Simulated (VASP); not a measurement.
# MnGeF3 (R-3) in VASP: a series of runs

Aim: see how the results for MnGeF3 move with the level of theory and the settings. Levels: PBE, PBEsol. Tasks: single point.

All numbers are computed with VASP 6.6.1; they aren't measurements. Logs are shortened: lines on timing, memory, paths and dates and some standing lists are left out, and cuts for length are marked.

**1. The cell of the first run**

Symmetry: R-3, No. 148, trigonal system. The conventional cell has a = 5.361 Å, b = 5.361 Å, c = 15.312 Å, α = 90.00°, β = 90.00°, γ = 120.00°. Mn (site symmetry 3) has 6 F at 2.23 to 2.49 Å within 3.0 Å. Within 2.7 Å of Ge (site symmetry 3) lie 6 F at 2.00 to 2.07 Å. Within 2.7 Å of F (site symmetry 1) lie 2 Ge at 2.00 to 2.07 Å and 2 Mn at 2.23 to 2.49 Å and 1 F at 2.63 Å.

**2. Single point, PBE**

The input, INCAR:

```
PREC     = Accurate       # precision mode
ENCUT    = 520            # plane-wave cutoff, eV
EDIFF    = 1E-6           # SCF threshold, eV
ISMEAR   = -1             # smearing method
SIGMA    = 0.1            # smearing width, eV
LREAL    = F              # projectors in reciprocal space
LASPH    = T              # aspherical terms in the spheres
NELM     = 60             # most SCF steps
ALGO     = Normal         # electronic algorithm
ISIF     = 2              # what is computed and relaxed
LWAVE    = F              # write WAVECAR
LCHARG   = F              # write CHGCAR
GGA      = PE             # functional
NBANDS   = 59             # bands
```

The input, KPOINTS:

```
Automatic mesh
0
Gamma
  4 4 4
```

The input, POSCAR:

```
MnGeF3
1.0
    5.3607990000      0.0000000000      0.0000000000
   -2.6803990000      4.6425940000      0.0000000000
   -2.6803990000      1.5475310000      5.1041010000
Mn Ge F
2 2 6
Direct
    0.3638800000      0.6361200000      0.0916400000
    0.6361200000      0.3638800000      0.9083600000
    0.1568700000      0.8431300000      0.4706100000
    0.8431300000      0.1568700000      0.5293900000
    0.5599000000      0.7960000000      0.7221000000
    0.2040000000      0.0418000000      0.7221000000
    0.9582000000      0.4401000000      0.7221000000
    0.4401000000      0.2040000000      0.2779000000
    0.7960000000      0.9582000000      0.2779000000
    0.0418000000      0.5599000000      0.2779000000
```

Potentials or basis: VASP PAW PBE potentials, release 64 (Mn_pv, Ge_d, F).

Command:

```bash
$ cat potpaw_PBE.64/Mn_pv/POTCAR potpaw_PBE.64/Ge_d/POTCAR potpaw_PBE.64/F/POTCAR > POTCAR
$ mpirun -np 1 vasp_std > vasp.out
```

OUTCAR:

```text
PREC = Accurate
   ENCUT = 520
   EDIFF = 1E-6
   ISMEAR = -1
   LREAL = F
   LASPH = T
   NELM = 60
   ISIF = 2
   GGA = PE

 ion  position               nearest neighbor table
   1  0.364  0.636  0.092-  10 2.23   8 2.23   9 2.23   5 2.49   6 2.49   7 2.49
   2  0.636  0.364  0.908-   7 2.23   5 2.23   6 2.23   8 2.49   9 2.49  10 2.49
   3  0.157  0.843  0.471-   9 2.00   8 2.00  10 2.00   5 2.07   6 2.07   7 2.07
   4  0.843  0.157  0.529-   6 2.00   5 2.00   7 2.00   8 2.07   9 2.07  10 2.07
   5  0.560  0.796  0.722-   4 2.00   3 2.07   2 2.23   1 2.49
   6  0.204  0.042  0.722-   4 2.00   3 2.07   2 2.23   1 2.49
   7  0.958  0.440  0.722-   4 2.00   3 2.07   2 2.23   1 2.49
   8  0.440  0.204  0.278-   3 2.00   4 2.07   1 2.23   2 2.49
   9  0.796  0.958  0.278-   3 2.00   4 2.07   1 2.23   2 2.49
  10  0.042  0.560  0.278-   3 2.00   4 2.07   1 2.23   2 2.49

  LATTYP: Found a trigonal (rhomboedric) cell.
 ALAT       =     5.9691927421
 COS(alpha) =     0.5967272963

  Lattice vectors:

 A1 = (  -0.0000000000,  -3.0950630000,   5.1041010000)
 A2 = (   2.6804000000,   1.5475310000,   5.1041010000)
 A3 = (  -2.6803990000,   1.5475310000,   5.1041010000)

Analysis of symmetry for initial positions (statically):
=====================================================================
 Subroutine PRICEL returns:
 Original cell was already a primitive cell.

 Routine SETGRP: Setting up the symmetry group for a
 trigonal (rhombohedral) supercell.

 Subroutine GETGRP returns: Found  6 space group operations
 (whereof  6 operations were pure point group operations)
 out of a pool of 12 trial point group operations.

The static configuration has the point symmetry S_6 .

Analysis of symmetry for dynamics (positions and initial velocities):
=====================================================================
 Subroutine PRICEL returns:
 Original cell was already a primitive cell.

 Routine SETGRP: Setting up the symmetry group for a
 trigonal (rhombohedral) supercell.

 Subroutine GETGRP returns: Found  6 space group operations
 (whereof  6 operations were pure point group operations)
 out of a pool of 12 trial point group operations.

The dynamic configuration has the point symmetry S_6 .

 Subroutine INISYM returns: Found  6 space group operations
 (whereof  6 operations are pure point group operations),
 and found     1 'primitive' translations

----------------------------------------------------------------------------------------

                                     Primitive cell

  volume of cell :     127.0309

  direct lattice vectors                    reciprocal lattice vectors
     5.360799000  0.000000000  0.000000000     0.186539357  0.107698392  0.065306957
    -2.680399000  4.642594000  0.000000000     0.000000000  0.215396823 -0.065306949
    -2.680399000  1.547531000  5.104101000     0.000000000  0.000000000  0.195920888

  length of vectors
     5.360799000  5.360803843  5.969190734     0.225079706  0.225079517  0.195920888

  position of ions in fractional coordinates (direct lattice)
     0.363880000  0.636120000  0.091640000
     0.636120000  0.363880000  0.908360000
     0.156870000  0.843130000  0.470610000
     0.843130000  0.156870000  0.529390000
     0.559900000  0.796000000  0.722100000
     0.204000000  0.041800000  0.722100000
     0.958200000  0.440100000  0.722100000
     0.440100000  0.204000000  0.277900000
     0.796000000  0.958200000  0.277900000
     0.041800000  0.559900000  0.277900000

  ion indices of the primitive-cell ions
   primitive index   ion index
                 1           1
                 2           2
                 3           3
                 4           4
                 5           5
                 6           6
                 7           7
                 8           8
                 9           9
                10          10

----------------------------------------------------------------------------------------

 KPOINTS: Automatic mesh

Automatic generation of k-mesh.
 Grid dimensions read from file:
 generate k-points for:    4    4    4

 Generating k-lattice:

  Cartesian coordinates                     Fractional coordinates (reciprocal lattice)
     0.046634839  0.026924598  0.016326739     0.250000000  0.000000000 -0.000000000
     0.000000000  0.053849206 -0.016326737     0.000000000  0.250000000  0.000000000
     0.000000000  0.000000000  0.048980222     0.000000000  0.000000000  0.250000000

  Length of vectors
     0.056269927  0.056269879  0.048980222

  Shift w.r.t. Gamma in fractional coordinates (k-lattice)
     0.000000000  0.000000000  0.000000000

 Subroutine IBZKPT returns following result:
 ===========================================

 Found     14 irreducible k-points:

 Following reciprocal coordinates:
            Coordinates               Weight
  0.000000  0.000000  0.000000      1.000000
  0.250000  0.000000  0.000000      6.000000
  0.500000  0.000000  0.000000      3.000000
  0.250000  0.250000  0.000000      6.000000
  0.500000  0.250000  0.000000      6.000000
  0.500000  0.250000  0.500000      6.000000
 -0.250000  0.250000 -0.000000      6.000000
  0.500000  0.500000  0.000000      3.000000
  0.000000  0.000000  0.250000      2.000000
  0.250000  0.000000  0.250000      6.000000
  0.500000  0.000000  0.250000      6.000000
  0.250000  0.500000  0.250000      6.000000
  0.250000 -0.250000  0.250000      6.000000
  0.000000  0.000000  0.500000      1.000000
   k-points           NKPTS =     14   k-points in BZ     NKDIM =     14   number of bands    NBANDS=     59
   number of dos      NEDOS =    301   number of ions     NIONS =     10
   total plane-waves  NPLWV =  76800
   dimension x,y,z NGX =    40 NGY =   40 NGZ =   48
   dimension x,y,z NGXF=    80 NGYF=   80 NGZF=   96
   ions per type =               2   2   6
   NGX,Y,Z   is equivalent  to a cutoff of  12.40, 12.40, 13.37 a.u.
   NGXF,Y,Z  is equivalent  to a cutoff of  24.81, 24.81, 26.74 a.u.
 SYSTEM =  unknown system
   PREC   = accura    normal or accurate (medium, high low for compatibility)
   ISTART =      0    job   : 0-new  1-cont  2-samecut
   ICHARG =      2    charge: 1-file 2-atom 10-const
   ISPIN  =      1    spin polarized calculation?
   LNONCOLLINEAR =      F non collinear calculations
   LSORBIT =      F    spin-orbit coupling
   LASPH  =      T    aspherical Exc in radial PAW
   ENCUT  =  520.0 eV  38.22 Ry    6.18 a.u.   9.97  9.97 11.10*2*pi/ulx,y,z
   NELM   =     60;   NELMIN=  2; NELMDL= -5     # of ELM steps
   EDIFF  = 0.1E-05   stopping-criterion for ELM
   LREAL  =      F    real-space projection
   EDIFFG = 0.1E-04   stopping-criterion for IOM
   NSW    =      0    number of steps for IOM
   IBRION =     -1    ionic relax: 0-MD 1-quasi-New 2-CG
   NFREE  =      0    steps in history (QN), initial steepest desc. (CG)
   ISIF   =      2    stress and relaxation
   ISYM   =      2    0-nonsym 1-usesym 2-fastsym
   POTIM  = 0.5000    time-step for ionic-motion
   TEBEG  =    0.0;   TEEND  =   0.0 temperature during run
   PSTRESS=    0.0 pullay stress
   NELECT =      96.0000    total number of electrons
   NUPDOWN=      -1.0000    fix difference up-down
   EMIN   =  10.00;   EMAX   =-10.00  energy-range for DOS
   EFERMI =   0.00;   METHOD = LEGACY
   ISMEAR =    -1;   SIGMA  =   0.10  broadening in eV -4-tet -1-fermi 0-gaus
   EFERMI_NEDOS =   21; number of points for ismear=-14 and -15
   IALGO  =     38    algorithm
   IMIX   =      4    mixing-type and parameters
     AMIX     =   0.40;   BMIX     =  1.00
     AMIX_MAG =   1.60;   BMIX_MAG =  1.00
  volume/ion in A,a.u.               =      12.70        85.72
  Fermi-wavevector in a.u.,A,eV,Ry     =   1.491175  2.817913 30.253972  2.223604
  Thomas-Fermi vector in A             =   2.603864
   LORBIT       =      0    0 simple, 1 ext, 2 COOP (PROOUT), +10 PAW based schemes
   GGA     = PE    functional components
   LHFCALC =     F    Hartree Fock is set to
   AEXX    =    0.0000 exact exchange contribution
   IVDW    =     0    specifies the selected vdW correction
   LEPSILON=     F    determine dielectric tensor
   LRPA    =     F    only Hartree local field effects (RPA)
 non-spin polarized calculation
  energy-cutoff  :      520.00
  volume of cell :      127.03
 maximum number of plane-waves:      3462
   NGX = 19   NGY = 19   NGZ = 23

 number of electron      96.0000032 magnetization

 Free energy of the ion-electron system (eV)
  ---------------------------------------------------
  ext. energy  EPLUGINS =         0.00000000
  ---------------------------------------------------
  free energy    TOTEN  =       -43.45670786 eV

  energy without entropy =      -42.89836691  energy(sigma->0) =      -43.17753739

 E-fermi :   6.0329     XC(G=0): -10.5365

 val. band max:        6.0174469235   @ k =   0.5000   0.0000   0.0000
 cond. band min:       6.0412559310   @ k =   0.5000   0.5000   0.0000
 fundamental gap:      0.0238090074
 Fermi energy:         6.0329327867

 k-point     1 :       0.0000    0.0000    0.0000
  band No.  band energies     occupation
      1     -41.5538      2.00000
      2     -41.5538      2.00000
      3     -41.5379      2.00000
      4     -41.5379      2.00000
      5     -41.4944      2.00000
      6     -41.4939      2.00000
[... 51 lines left out ...]
     58      10.5396      0.00000
     59      11.1932      0.00000

 k-point     2 :       0.2500    0.0000    0.0000
  band No.  band energies     occupation
      1     -41.5544      2.00000
      2     -41.5523      2.00000
      3     -41.5398      2.00000
      4     -41.5373      2.00000
      5     -41.4941      2.00000
      6     -41.4938      2.00000
[... 733 lines left out ...]
     58      10.9424      0.00000
     59      11.2906      0.00000

 k-point    14 :       0.0000    0.0000    0.5000
  band No.  band energies     occupation
      1     -41.5539      2.00000
      2     -41.5539      2.00000
      3     -41.5379      2.00000
      4     -41.5378      2.00000
      5     -41.4948      2.00000
      6     -41.4935      2.00000
[... 51 lines left out ...]
     58      10.5452      0.00000
     59      10.5452      0.00000

------------------------ aborting loop because EDIFF is reached ----------------------------------------

  FORCE on cell =-STRESS in cart. coord.  units (eV):
  Direction    XX          YY          ZZ          XY          YZ          ZX
  --------------------------------------------------------------------------------------
  -------------------------------------------------------------------------------------
  Total       17.6788055     17.6788503     16.2337237      0.0000482     -0.0000011      0.0000011
  in kB      222.9738902    222.9744551    204.7477989      0.0006083     -0.0000134      0.0000134
  external PRESSURE =     216.8987147 kB  Pullay stress =       0.0000000 kB

 VOLUME and BASIS-vectors are now :
 -----------------------------------------------------------------------------
  energy-cutoff  :      520.00
  volume of cell :      127.03
      direct lattice vectors                 reciprocal lattice vectors
     5.360799000  0.000000000  0.000000000     0.186539357  0.107698392  0.065306957
    -2.680399000  4.642594000  0.000000000     0.000000000  0.215396823 -0.065306949
    -2.680399000  1.547531000  5.104101000     0.000000000  0.000000000  0.195920888

 POSITION                                       TOTAL-FORCE (eV/Angst)
 -----------------------------------------------------------------------------------
      0.00000      3.09506      0.46774        -0.000000      0.000000     -0.595173
      0.00000      3.09506      4.63636         0.000000     -0.000000      0.595173
     -2.68040      4.64259      2.40204        -0.000000      0.000000     -0.185559
      2.68040      1.54753      2.70206         0.000000     -0.000000      0.185559
     -1.06760      4.81298      3.68567         0.444123     -1.667011      2.500200
     -0.95395      1.31153      3.68567         1.221611      1.218128      2.500200
      2.02156      3.16068      3.68567        -1.665733      0.448883      2.500200
      1.06760      1.37715      1.41843        -0.444123      1.667011     -2.500200
      0.95395      4.87859      1.41843        -1.221611     -1.218128     -2.500200
     -2.02156      3.02945      1.41843         1.665733     -0.448883     -2.500200
 -----------------------------------------------------------------------------------
    total drift:                                0.000000     -0.000000     -0.000000

  FREE ENERGIE OF THE ION-ELECTRON SYSTEM (eV)
  ---------------------------------------------------
  free  energy   TOTEN  =       -43.4567078593 eV

  energy  without entropy=      -42.8983669113  energy(sigma->0) =      -43.17753739
```

Wall time 2.8 min (1 thread of Intel Xeon Platinum 8259CL at 2.50GHz (Skylake/Cascade Lake), shared host); peak memory 0.3 GiB.

What came out:

```
Free energy            : -43.4567 eV
Pressure               : 21.7 GPa
Largest force          : 3.038 eV/Å
Band gap on the k mesh : zero (bands 48 and 49 overlap by 0.05 eV)
```

Forces in eV/Å, atoms in the order of the input:
```
Mn   0.000  0.000 -0.595
Mn   0.000  0.000  0.595
Ge   0.000  0.000 -0.186
Ge   0.000  0.000  0.186
F    0.444 -1.667  2.500
F    1.222  1.218  2.500
F   -1.666  0.449  2.500
F   -0.444  1.667 -2.500
F   -1.222 -1.218 -2.500
F    1.666 -0.449 -2.500
```

Levels at points of the mesh, in eV from the Fermi level:
| k point | band 45 | band 46 | band 47 | band 48 | band 49 | band 50 | band 51 | band 52 |
| --- | --- | --- | --- | --- | --- | --- | --- | --- |
| (0.00, 0.00, 0.00) | -0.53 | -0.32 | -0.32 | -0.13 | 0.20 | 0.20 | 0.36 | 0.36 |
| (0.50, 0.00, 0.00) | -0.56 | -0.29 | -0.18 | -0.02 | 0.01 | 0.08 | 0.24 | 0.30 |
| (0.50, 0.50, 0.00) | -0.42 | -0.31 | -0.12 | 0.01 | 0.13 | 0.17 | 0.34 | 0.44 |
| (0.00, 0.00, 0.50) | -0.38 | -0.36 | -0.36 | -0.20 | -0.05 | 0.17 | 0.17 | 0.27 |

Caveat: the cell stands under pressure; the run has no spin polarisation, though such a crystal can be magnetic; semilocal functionals often make such compounds metallic where correlation or magnetic order opens a gap, which also shifts bond lengths; forces of over 1 eV/Å act on the atoms, so gaps and moduli don't describe the material at rest. Spin polarisation is off, so any magnetic state and its effect on volume and gap are missing.

**3. Single point, PBEsol**

The input, INCAR:

```
ALGO = Normal
EDIFF = 1E-6
ENCUT = 520
GGA = PS
ISIF = 2
ISMEAR = -1
LASPH = T
LCHARG = F
LREAL = F
LWAVE = F
NBANDS = 59
NELM = 80
PREC = Accurate
SIGMA = 0.001
```

The input, KPOINTS:

```
k-points
0
Gamma
  4 4 4
```

POSCAR is that of step 2.

Potentials or basis: VASP PAW PBE potentials, release 64 (Mn_pv, Ge_d, F).

Command:

```bash
$ cat potpaw_PBE.64/Mn_pv/POTCAR potpaw_PBE.64/Ge_d/POTCAR potpaw_PBE.64/F/POTCAR > POTCAR
$ mpirun -np 1 vasp_std > vasp.out
```

Run time: 3.4 min. Hardware: 1 thread of Intel Xeon Platinum 8259CL at 2.50GHz (Skylake/Cascade Lake), shared host; peak memory 0.3 GiB.

It converged, with:

```yaml
Free_energy: -46.1529 eV
Pressure: 15.5 GPa
Largest_force: 2.867 eV/Å
Band_gap_on_the_k_mesh: zero (bands 48 and 49 overlap by 0.02 eV)
```

Forces in eV/Å, atoms in the order of the input:
```
Mn   0.000  0.000 -0.547
Mn   0.000  0.000  0.547
Ge   0.000  0.000 -0.129
Ge   0.000  0.000  0.129
F    0.449 -1.609  2.331
F    1.169  1.193  2.331
F   -1.618  0.416  2.331
F   -0.449  1.609 -2.331
F   -1.169 -1.193 -2.331
F    1.618 -0.416 -2.331
```

Stress tensor (GPa, compression positive):
```
15.63  0.00  0.00
 0.00 15.63  0.00
 0.00  0.00 15.32
```

Levels at points of the mesh, in eV from the Fermi level:
| k point | band 44 | band 45 | band 46 | band 47 | band 48 | band 49 | band 50 | band 51 | band 52 | band 53 |
| --- | --- | --- | --- | --- | --- | --- | --- | --- | --- | --- |
| (0.00, 0.00, 0.00) | -0.58 | -0.47 | -0.30 | -0.30 | -0.07 | 0.14 | 0.14 | 0.29 | 0.29 | 1.80 |
| (0.50, 0.00, 0.00) | -0.62 | -0.51 | -0.30 | -0.16 | -0.01 | 0.00 | 0.04 | 0.17 | 0.23 | 1.24 |
| (0.50, 0.50, 0.00) | -0.61 | -0.37 | -0.28 | -0.09 | 0.02 | 0.08 | 0.09 | 0.28 | 0.38 | 1.75 |
| (0.00, 0.00, 0.50) | -0.52 | -0.35 | -0.35 | -0.33 | -0.15 | 0.00 | 0.10 | 0.10 | 0.21 | 0.21 |

Caveat: the cell stands under pressure; the PAW data sets were made with another functional, which shifts forces and pressure a little; the run has no spin polarisation, though such a crystal can be magnetic; semilocal functionals often make such compounds metallic where correlation or magnetic order opens a gap, which also shifts bond lengths.

The gap in the log of VASP goes by the Fermi energy; the results here count the filled bands.